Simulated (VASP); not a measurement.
Set up this calculation in VASP 6.6.1, as the native input.

```
Task                   : single point
Functional             : PBE
Potentials or basis    : VASP PAW PBE potentials, release 64 (Os)
Cutoff                 : 520 eV
k mesh                 : 15 × 15 × 9
Occupations            : fermi-dirac, width 0.05 eV
Spin                   : no spin polarisation
Dipole correction      : no
Further INCAR settings : ALGO = Normal; EDIFF = 1e-06; NBANDS = 15
```

The structure of Os lies in POSCAR:

```
Os
1.0
    2.7877233928      0.0000000000      0.0000000000
   -1.3938616964      2.4142392769      0.0000000000
    0.0000000000      0.0000000000      4.4044215090
Os
2
Direct
    0.3333333333      0.6666666667      0.2500000000
    0.6666666667      0.3333333333      0.7500000000
```

This cell differs from its parent crystal: volume scaled by 1.06.

These files were run (other wordings do the same):

INCAR

```
PREC = Accurate
ENCUT = 520
EDIFF = 1E-6
ISMEAR = -1
SIGMA = 0.05
LREAL = False
LASPH = True
NELM = 60
ALGO = Normal
ISIF = 2
LWAVE = False
LCHARG = False
GGA = PE
NBANDS = 15
```

KPOINTS

```
Automatic mesh
0
Gamma
  15 15 9
```

Potentials or basis: VASP PAW PBE potentials, release 64 (Os).

Run with:

```bash
$ cat potpaw_PBE.64/Os/POTCAR > POTCAR
$ mpirun -np 1 vasp_std > vasp.out
```

It gave:

| Property | Result |
| --- | --- |
| Pressure | -14.0 GPa |
| Band gap on the k mesh | zero (band 8 reaches 10.48 eV, above the bottom of band 9 at 7.01 eV) |

Caveat: spin-orbit coupling is left out, which moves the levels of the heavy elements.

It took 34 s on 1 thread of Intel(R) Xeon(R) Platinum 8559C (Emerald Rapids) (shared host), peak memory 0.19 GiB.
